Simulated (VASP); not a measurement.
A run of VASP 6.6.1 is set up as follows.

The input INCAR:

```
PREC = Accurate ; ENCUT = 520
EDIFF = 1E-6 ; ISMEAR = 0
SIGMA = 0.1 ; LREAL = False
LASPH = True ; NELM = 60
ALGO = Fast ; ISIF = 2
LWAVE = False ; LCHARG = False
GGA = PS ; NBANDS = 22
```

The input KPOINTS:

```
Automatic mesh
0
Gamma
  6 6 4
```

Contents of POSCAR:

```
Bi
1.0
    4.2768407957      0.0000000000      0.0000000000
   -2.1384203978      3.7038527770      0.0000000000
    0.0000000000      0.0000000000      4.2090028228
Bi
2
Direct
    0.3333333333      0.6666666667      0.2500000000
    0.6666666667      0.3333333333      0.7500000000
```

Potentials or basis: VASP PAW PBE potentials, release 64 (Bi_d).

Run with:

```bash
$ cat potpaw_PBE.64/Bi_d/POTCAR > POTCAR
$ mpirun -np 1 vasp_std > vasp.out
```

Q: Estimate the band gap on the k mesh.

A: Zero (bands 15 and 16 overlap by 2.93 eV).

Q: What does it give for the pressure?

A: -0.4 GPa.

Stress tensor (GPa, compression positive):
```
-0.48  0.00  0.00
 0.00 -0.48  0.00
 0.00  0.00 -0.30
```

Caveat: the k points lie up to 0.37 Å⁻¹ apart, too coarse for converged energies and pressures of a metal; the PAW data sets were made with another functional, which shifts forces and pressure a little; spin-orbit coupling is left out, which moves the levels of the heavy elements.
